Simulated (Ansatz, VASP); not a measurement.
# Two plane-wave programs on Cu

The input INCAR:

```
  PREC = Accurate
  ENCUT = 520
  EDIFF = 1E-6
  ISMEAR = 1
  SIGMA = 0.6
  LREAL = F
  LASPH = T
  NELM = 80
  ALGO = Normal
  ISIF = 2
  LWAVE = F
  LCHARG = T
  GGA = PE
  LELF = T
  LVHAR = T
  NBANDS = 12
```

The input KPOINTS:

```
regular mesh
0
Gamma
  15 15 15
```

POSCAR

```
Cu
1.0
    0.0000000000      1.8145751207      1.8145751207
    1.8145751207      0.0000000000      1.8145751207
    1.8145751207      1.8145751207      0.0000000000
Cu
1
Direct
    0.0000000000      0.0000000000      0.0000000000
```

Input for Ansatz:

```yaml
crystal:
  lattice:
    - [0.0, 1.8145751207, 1.8145751207]
    - [1.8145751207, 0.0, 1.8145751207]
    - [1.8145751207, 1.8145751207, 0.0]
  atoms:
    - { symbol: Cu, position: [0.0, 0.0, 0.0] }
hamiltonian:
  xc: pbe
  pseudopotentials:
    kind: paw
    azcp:
      Cu: "pseudopotentials/Cu.paw.azcp"
basis:
  ecutwfc: 420
  fft_grid_basis: typed
kpoints:
  mp_grid: { grid: [15, 15, 15], shift: [0, 0, 0] }
magnetization:
  spin_polarized: false
scf:
  occupations: { method: cold, width: 0.6 }
  lower_state_search: "off"
output:
  stress: true
  write_density: true
  write_potential: true
  elf: true
  volumetric_format: npy
```

Alike in both runs: task single point; functional PBE; k mesh 15 × 15 × 15; no spin polarisation.

|  | VASP | Ansatz |
| --- | --- | --- |
| version | VASP 6.6.1 | Ansatz 0.2.0 |
| potentials or method | VASP PAW PBE potentials, release 64 (Cu), cutoff 520 eV | plane waves (420 eV) with PAW, scalar-relativistic |
| occupations | methfessel-paxton of order 1, width 0.6 eV | cold, width 0.6 eV |
| valence electrons in the cell | 11 | 19 |

Ansatz gave:

```
pressure (GPa) : -0.1
```

Task: What did VASP give for the same quantities?

Result: Pressure (GPa): 0.6.

VASP's potentials hold 11 valence electrons a cell and Ansatz's 19, so a difference there can come from the potentials and not from the codes.
